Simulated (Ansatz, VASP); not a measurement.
## Y: VASP beside Ansatz

```
Y
1.0
     3.68085    0.00000    0.00000
    -1.84042    3.18771    0.00000
     0.00000    0.00000    5.72065
Y
2
Direct
  0.33333 0.66667 0.25000
  0.66667 0.33333 0.75000
```

Alike in both runs: task single point; functional r2SCAN; k mesh 10 × 10 × 6; occupations methfessel-paxton of order 1, width 1 eV; no spin polarisation.

|  | VASP | Ansatz |
| --- | --- | --- |
| version | VASP 6.6.1 | Ansatz 0.2.0 |
| potentials or method | VASP PAW PBE potentials, release 64 (Y_sv), cutoff 520 eV | plane waves (500 eV) with PAW, scalar-relativistic |
| valence electrons in the cell | 22 | 22 |

VASP gave:

- pressure (GPa): 0.1
- traceless stress, the component that is largest in VASP (GPa): 0.34

**Question.** Estimate Ansatz's values.

**Answer.** Pressure (GPa): 0.0; traceless stress, the component that is largest in VASP (GPa): 0.33.

VASP's potentials were made for PBE, not for r2SCAN. With one functional, cell and mesh, what is left measures potentials, basis and numerics.
